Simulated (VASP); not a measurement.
# SrTiO3 (Pm-3m) in VASP: dielectric tensor with r2SCAN

Aim: the dielectric tensor of SrTiO3 with r2SCAN.

Everything below comes from runs of VASP 6.6.1. Logs are shortened: lines on timing, memory, paths and dates and some standing lists are left out, and cuts for length are marked.

**1. The cell of the first run**

The structure is cubic, space group Pm-3m (No. 221). The conventional cell has a = 3.829 Å, b = 3.829 Å, c = 3.829 Å, α = 90.00°, β = 90.00°, γ = 90.00°. Sr (site symmetry m-3m) has 12 O at 2.71 Å and 8 Ti at 3.32 Å within 3.6 Å. Ti (site symmetry m-3m) has 6 O at 1.91 Å within 2.5 Å. Within 2.5 Å of O (site symmetry 4/mmm) lie 2 Ti at 1.91 Å.

**2. Dielectric tensor, r2SCAN (strain -2.0%)**

The input, INCAR:

```
ALGO = Normal
EDIFF = 1E-8
ENCUT = 520
ISIF = 2
ISMEAR = 0
LASPH = T
LCALCEPS = T
LCHARG = F
LMIXTAU = T
LREAL = F
LWAVE = F
METAGGA = R2SCAN
NELM = 60
PREC = Accurate
SIGMA = 0.01
```

The input, KPOINTS:

```
k-points
0
Gamma
  6 6 6
```

The input, POSCAR:

```
SrTiO3
1.0
    3.8287144715      0.0000000000      0.0000000000
    0.0000000000      3.8287144715      0.0000000000
    0.0000000000      0.0000000000      3.8287144715
Sr Ti O
1 1 3
Direct
    0.0000000000      0.0000000000      0.0000000000
    0.5000000000      0.5000000000      0.5000000000
    0.5000000000      0.5000000000      0.0000000000
    0.5000000000      0.0000000000      0.5000000000
    0.0000000000      0.5000000000      0.5000000000
```

Potentials or basis: VASP PAW PBE potentials, release 64 (Sr_sv, Ti_sv, O).

Run with:

```
> cat potpaw_PBE.64/Sr_sv/POTCAR potpaw_PBE.64/Ti_sv/POTCAR potpaw_PBE.64/O/POTCAR > POTCAR
> mpirun -np 1 vasp_std > vasp.out
```

OUTCAR:

```text
EDIFF = 1E-8
   ENCUT = 520
   ISIF = 2
   ISMEAR = 0
   LASPH = T
   LREAL = F
   METAGGA = R2SCAN
   NELM = 60
   PREC = Accurate

 ion  position               nearest neighbor table
   1  0.000  0.000  0.000-   3 2.71   4 2.71   5 2.71   4 2.71   5 2.71   3 2.71   5 2.71   5 2.71
                             3 2.71   4 2.71   4 2.71   3 2.71   2 3.32   2 3.32   2 3.32   2 3.32
   2  0.500  0.500  0.500-   3 1.91   4 1.91   5 1.91   3 1.91   4 1.91   5 1.91   1 3.32   1 3.32
                             1 3.32   1 3.32   1 3.32   1 3.32   1 3.32   1 3.32
   3  0.500  0.500  0.000-   2 1.91   2 1.91   1 2.71   1 2.71   1 2.71   1 2.71
   4  0.500  0.000  0.500-   2 1.91   2 1.91   1 2.71   1 2.71   1 2.71   1 2.71
   5  0.000  0.500  0.500-   2 1.91   2 1.91   1 2.71   1 2.71   1 2.71   1 2.71

  LATTYP: Found a simple cubic cell.
 ALAT       =     3.8287144715

  Lattice vectors:

 A1 = (   3.8287144715,   0.0000000000,   0.0000000000)
 A2 = (   0.0000000000,   3.8287144715,   0.0000000000)
 A3 = (   0.0000000000,   0.0000000000,   3.8287144715)

Analysis of symmetry for initial positions (statically):
=====================================================================
 Subroutine PRICEL returns:
 Original cell was already a primitive cell.

 Routine SETGRP: Setting up the symmetry group for a
 simple cubic supercell.

 Subroutine GETGRP returns: Found 48 space group operations
 (whereof 48 operations were pure point group operations)
 out of a pool of 48 trial point group operations.

The static configuration has the point symmetry O_h .

Analysis of symmetry for dynamics (positions and initial velocities):
=====================================================================
 Subroutine PRICEL returns:
 Original cell was already a primitive cell.

 Routine SETGRP: Setting up the symmetry group for a
 simple cubic supercell.

 Subroutine GETGRP returns: Found 48 space group operations
 (whereof 48 operations were pure point group operations)
 out of a pool of 48 trial point group operations.

The dynamic configuration has the point symmetry O_h .

 Subroutine INISYM returns: Found 48 space group operations
 (whereof 48 operations are pure point group operations),
 and found     1 'primitive' translations

----------------------------------------------------------------------------------------

                                     Primitive cell

  volume of cell :      56.1253

  direct lattice vectors                    reciprocal lattice vectors
     3.828714472  0.000000000  0.000000000     0.261184271  0.000000000  0.000000000
     0.000000000  3.828714472  0.000000000     0.000000000  0.261184271  0.000000000
     0.000000000  0.000000000  3.828714472     0.000000000  0.000000000  0.261184271

  length of vectors
     3.828714472  3.828714472  3.828714472     0.261184271  0.261184271  0.261184271

  position of ions in fractional coordinates (direct lattice)
     0.000000000  0.000000000  0.000000000
     0.500000000  0.500000000  0.500000000
     0.500000000  0.500000000  0.000000000
     0.500000000  0.000000000  0.500000000
     0.000000000  0.500000000  0.500000000

  ion indices of the primitive-cell ions
   primitive index   ion index
                 1           1
                 2           2
                 3           3
                 4           4
                 5           5

----------------------------------------------------------------------------------------

 KPOINTS: k-points

Automatic generation of k-mesh.
 Grid dimensions read from file:
 generate k-points for:    6    6    6

 Generating k-lattice:

[... 46 lines left out ...]
 SYSTEM =  unknown system
   PREC   = accura    normal or accurate (medium, high low for compatibility)
   ISTART =      0    job   : 0-new  1-cont  2-samecut
   ICHARG =      2    charge: 1-file 2-atom 10-const
   ISPIN  =      1    spin polarized calculation?
   LNONCOLLINEAR =      F non collinear calculations
   LSORBIT =      F    spin-orbit coupling
   LASPH  =      T    aspherical Exc in radial PAW
   ENCUT  =  520.0 eV  38.22 Ry    6.18 a.u.   7.12  7.12  7.12*2*pi/ulx,y,z
   NELM   =     60;   NELMIN=  2; NELMDL= -5     # of ELM steps
   EDIFF  = 0.1E-07   stopping-criterion for ELM
   LREAL  =      F    real-space projection
   EDIFFG = 0.1E-06   stopping-criterion for IOM
   NSW    =      0    number of steps for IOM
   IBRION =     -1    ionic relax: 0-MD 1-quasi-New 2-CG
   NFREE  =      0    steps in history (QN), initial steepest desc. (CG)
   ISIF   =      2    stress and relaxation
   ISYM   =      2    0-nonsym 1-usesym 2-fastsym
   POTIM  = 0.5000    time-step for ionic-motion
   TEBEG  =    0.0;   TEEND  =   0.0 temperature during run
   PSTRESS=    0.0 pullay stress
   NELECT =      40.0000    total number of electrons
   NUPDOWN=      -1.0000    fix difference up-down
   EMIN   =  10.00;   EMAX   =-10.00  energy-range for DOS
   EFERMI =   0.00;   METHOD = LEGACY
   ISMEAR =     0;   SIGMA  =   0.01  broadening in eV -4-tet -1-fermi 0-gaus
   EFERMI_NEDOS =   21; number of points for ismear=-14 and -15
   IALGO  =     38    algorithm
   IMIX   =      4    mixing-type and parameters
     AMIX     =   0.40;   BMIX     =  1.00
     AMIX_MAG =   1.60;   BMIX_MAG =  1.00
  volume/ion in A,a.u.               =      11.23        75.75
  Fermi-wavevector in a.u.,A,eV,Ry     =   1.462318  2.763380 29.094347  2.138374
  Thomas-Fermi vector in A             =   2.578546
   LORBIT       =      0    0 simple, 1 ext, 2 COOP (PROOUT), +10 PAW based schemes
   METAGGA = R2SCAN    functional components
   LHFCALC =     F    Hartree Fock is set to
   AEXX    =    0.0000 exact exchange contribution
   IVDW    =     0    specifies the selected vdW correction
   LEPSILON=     F    determine dielectric tensor
   LRPA    =     F    only Hartree local field effects (RPA)
   LRPA       =     F
 non-spin polarized calculation
 Gauss-broadening in eV      SIGMA  =   0.01
  energy-cutoff  :      520.00
  volume of cell :       56.13
 maximum number of plane-waves:      1532
   NGX = 15   NGY = 15   NGZ = 15

 Total electronic dipole moment: p[elc]=(     0.00000     0.00000    -0.00000 ) |e| Angst

 number of electron      39.9999995 magnetization

 Free energy of the ion-electron system (eV)
  ---------------------------------------------------
  ext. energy  EPLUGINS =         0.00000000
  ---------------------------------------------------
  free energy    TOTEN  =       -63.16552960 eV

  energy without entropy =      -63.16552960  energy(sigma->0) =      -63.16552960

 E-fermi :   4.5371     XC(G=0): -12.2774

 val. band max:        4.3473144201   @ k =   0.5000   0.5000   0.5000
 cond. band min:   10000.0000000000   @ k =   0.0000   0.0000   0.0000
 fundamental gap:   9995.6526855799
 Fermi energy:         4.5371045892

 k-point     1 :       0.0000    0.0000    0.0000
  band No.  band energies     occupation
      1     -54.0497      2.00000
      2     -29.3458      2.00000
      3     -29.2930      2.00000
      4     -29.2930      2.00000
      5     -29.2930      2.00000
      6     -14.2865      2.00000
[... 637 lines left out ...]
     23   10000.0000      0.00000
     24   10000.0000      0.00000

 [... further k-points ...]

------------------------ aborting loop because EDIFF is reached ----------------------------------------

            Ionic dipole moment: p[ion]=(   -45.94457   -45.94457   -45.94457 ) |e| Angst

 Total electronic dipole moment: p[elc]=(     0.00000     0.00000     0.01401 ) |e| Angst

 MACROSCOPIC STATIC DIELECTRIC TENSOR (including local field effects)
 ------------------------------------------------------
           5.515647    -0.000000    -0.000000
          -0.000000     5.515647    -0.000000
          -0.000000    -0.000000     5.515647
 ------------------------------------------------------

 PIEZOELECTRIC TENSOR (including local field effects) (e Angst)
          XX          YY          ZZ          XY          YZ          ZX
  --------------------------------------------------------------------------------
  x     0.00000     0.00000     0.00000     0.00000     0.00000     0.00000
  y     0.00000     0.00000     0.00000     0.00000     0.00000     0.00000
  z     0.00000     0.00000     0.00000     0.00000     0.00000     0.00000

 PIEZOELECTRIC TENSOR (including local field effects) (C/m^2)
          XX          YY          ZZ          XY          YZ          ZX
  --------------------------------------------------------------------------------
  x     0.00000     0.00000     0.00000     0.00000     0.00000     0.00000
  y     0.00000     0.00000     0.00000     0.00000     0.00000     0.00000
  z     0.00000     0.00000     0.00000     0.00000     0.00000     0.00000

 BORN EFFECTIVE CHARGES (including local field effects) (in |e|, cummulative output)
 ---------------------------------------------------------------------------------
 ion    1
    1     2.52778     0.00000     0.00000
    2     0.00000     2.52778     0.00000
    3    -0.00000     0.00000     2.52778
 ion    2
    1     7.06133    -0.00000     0.00000
    2    -0.00000     7.06133    -0.00000
    3    -0.00000     0.00000     7.06133
 ion    3
    1    -2.00768    -0.00000     0.00000
    2     0.00000    -2.00768     0.00000
    3     0.00000     0.00000    -5.57375
 ion    4
    1    -2.00768    -0.00000    -0.00000
    2    -0.00000    -5.57375    -0.00000
    3     0.00000     0.00000    -2.00768
 ion    5
    1    -5.57375     0.00000    -0.00000
    2    -0.00000    -2.00768     0.00000
    3    -0.00000    -0.00000    -2.00768

  FORCE on cell =-STRESS in cart. coord.  units (eV):
  Direction    XX          YY          ZZ          XY          YZ          ZX
  --------------------------------------------------------------------------------------
  -------------------------------------------------------------------------------------
  Total        4.9912159      4.9912159      4.9912159      0.0000000      0.0000000     -0.0000000
  in kB      142.4813436    142.4813436    142.4813436      0.0000000      0.0000000     -0.0000000
  external PRESSURE =     142.4813436 kB  Pullay stress =       0.0000000 kB

 VOLUME and BASIS-vectors are now :
 -----------------------------------------------------------------------------
  energy-cutoff  :      520.00
  volume of cell :       56.13
      direct lattice vectors                 reciprocal lattice vectors
     3.828714472  0.000000000  0.000000000     0.261184271  0.000000000  0.000000000
     0.000000000  3.828714472  0.000000000     0.000000000  0.261184271  0.000000000
     0.000000000  0.000000000  3.828714472     0.000000000  0.000000000  0.261184271

 POSITION                                       TOTAL-FORCE (eV/Angst)
 -----------------------------------------------------------------------------------
      0.00000      0.00000      0.00000         0.000000      0.000000      0.000000
      1.91436      1.91436      1.91436         0.000000      0.000000      0.000000
      1.91436      1.91436      0.00000         0.000000      0.000000      0.000000
      1.91436      0.00000      1.91436         0.000000      0.000000      0.000000
      0.00000      1.91436      1.91436         0.000000      0.000000      0.000000
 -----------------------------------------------------------------------------------
    total drift:                                0.000000      0.000000      0.000000

  FREE ENERGIE OF THE ION-ELECTRON SYSTEM (eV)
  ---------------------------------------------------
  free  energy   TOTEN  =       -63.1655295998 eV

  energy  without entropy=      -63.1655295998  energy(sigma->0) =      -63.16552960
```

Wall time 23 min (1 thread of Intel Xeon 6975P-C (Granite Rapids), shared host); peak memory 0.36 GiB.

What came out:

```
Band gap on the k mesh                  : 2.40 eV (least direct gap 2.75 eV)
Electronic dielectric tensor (diagonal) : 5.52
Born charges (mean of the diagonal)     : Sr +2.53; Ti +7.06; O -3.20 e
```

Electronic dielectric tensor:
```
5.52 0.00 0.00
0.00 5.52 0.00
0.00 0.00 5.52
```

Born effective charge tensors (e):
atom 1, Sr
```
2.53 0.00 0.00
0.00 2.53 0.00
0.00 0.00 2.53
```
atom 2, Ti
```
7.06 0.00 0.00
0.00 7.06 0.00
0.00 0.00 7.06
```
atom 3, O
```
-2.01  0.00  0.00
 0.00 -2.01  0.00
 0.00  0.00 -5.57
```
atom 4, O
```
-2.01  0.00  0.00
 0.00 -5.57  0.00
 0.00  0.00 -2.01
```
atom 5, O
```
-5.57  0.00  0.00
 0.00 -2.01  0.00
 0.00  0.00 -2.01
```

Dipole moments of the cell (e·Å, modulo the quantum): ionic -45.945, -45.945, -45.945; electronic 0.000, 0.000, 0.014

Caveat: the cell differs from its parent crystal (strain -2.0%); the PAW data sets were made with another functional, which shifts forces and pressure a little. A k mesh can miss the band edges.

The gap in the log of VASP goes by the Fermi energy; the results here count the filled bands.